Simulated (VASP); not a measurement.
**TiO2: single point with LDA+U**

Crystal: TiO2.

```
CELL_PARAMETERS angstrom
6.06125 -1.85967 0.00473
6.06125 1.85967 0.00473
-1.89452 0.00000 6.19493
ATOMIC_POSITIONS crystal
Ti 0.89899 0.89899 0.29247
Ti 0.19546 0.19546 0.28507
Ti 0.10101 0.10101 0.70753
Ti 0.80454 0.80454 0.71493
O 0.36088 0.36088 0.29433
O 0.26279 0.26279 0.64999
O 0.86680 0.86680 0.99631
O 0.73721 0.73721 0.35001
O 0.94124 0.94124 0.62760
O 0.13320 0.13320 0.00369
O 0.63912 0.63912 0.70567
O 0.05876 0.05876 0.37240
```

```yaml
Program: VASP 6.6.1
Task: single point
Functional: LDA
Potentials_or_basis: VASP PAW LDA potentials, release 64 (Ti_sv, O)
Cutoff: 600 eV
k_mesh: 8 × 8 × 4
Occupations: fermi-dirac, width 0.05 eV
Spin: no spin polarisation
Hubbard_terms: Ti d U = 3.0 eV
Dipole_correction: no
Further_INCAR_settings: ALGO = Normal; EDIFF = 1e-06; NBANDS = 60
```

```
Pressure               : 4.4 GPa
Largest force          : 0.573 eV/Å
Band gap on the k mesh : 3.20 eV (least direct gap 3.41 eV)
```

Forces in eV/Å, atoms in the order of the input:
```
Ti  -0.240  0.000  0.187
Ti   0.109  0.000  0.563
Ti   0.240  0.000 -0.187
Ti  -0.109  0.000 -0.563
O    0.124  0.000 -0.017
O    0.084  0.000 -0.046
O    0.128  0.000  0.299
O   -0.084  0.000  0.046
O   -0.147  0.000 -0.023
O   -0.128  0.000 -0.299
O   -0.124  0.000  0.017
O    0.147  0.000  0.023
```

Stress tensor (GPa, compression positive):
```
4.15 0.00 0.27
0.00 4.09 0.00
0.27 0.00 4.81
```

Levels at points of the mesh, in eV from the valence-band top:
| k point | band 45 | band 46 | band 47 | band 48 | band 49 | band 50 | band 51 | band 52 |
| --- | --- | --- | --- | --- | --- | --- | --- | --- |
| (0.00, 0.00, 0.00) | -0.84 | -0.76 | -0.40 | -0.22 | 3.20 | 3.52 | 3.69 | 3.78 |
| (0.50, 0.00, 0.00) | -0.92 | -0.54 | -0.22 | -0.13 | 3.51 | 3.58 | 4.05 | 4.07 |
| (0.50, 0.50, 0.00) | -0.96 | -0.64 | -0.44 | -0.13 | 3.35 | 3.40 | 3.82 | 3.96 |
| (0.00, 0.00, 0.50) | -0.71 | -0.69 | -0.62 | -0.49 | 3.29 | 3.55 | 3.70 | 3.80 |
| (0.50, 0.00, 0.50) | -0.76 | -0.57 | -0.10 | -0.02 | 3.60 | 3.66 | 3.87 | 4.12 |
| (0.50, 0.50, 0.50) | -1.02 | -0.39 | -0.25 | -0.24 | 3.43 | 3.60 | 3.72 | 3.84 |

Eigenvalues of the final occupation matrices:
| site | spin | trace | eigenvalues |
| --- | --- | --- | --- |
| site 1 d | 1 | 0.88 | 0.11 0.12 0.13 0.25 0.26 |
| site 1 d | 2 | 0.88 | 0.11 0.12 0.13 0.25 0.26 |
| site 2 d | 1 | 0.90 | 0.10 0.13 0.15 0.25 0.27 |
| site 2 d | 2 | 0.90 | 0.10 0.13 0.15 0.25 0.27 |
| site 3 d | 1 | 0.88 | 0.11 0.12 0.13 0.25 0.26 |
| site 3 d | 2 | 0.88 | 0.11 0.12 0.13 0.25 0.26 |
| site 4 d | 1 | 0.90 | 0.10 0.13 0.15 0.25 0.27 |
| site 4 d | 2 | 0.90 | 0.10 0.13 0.15 0.25 0.27 |

It took 6.8 min on 4 MPI ranks on Intel(R) Xeon(R) Platinum 8375C CPU @ 2.90GHz (Ice Lake), with other jobs on the host, peak memory 0.7 GiB a rank.

Caveat: the cell stands under pressure. A k mesh can miss the band edges.
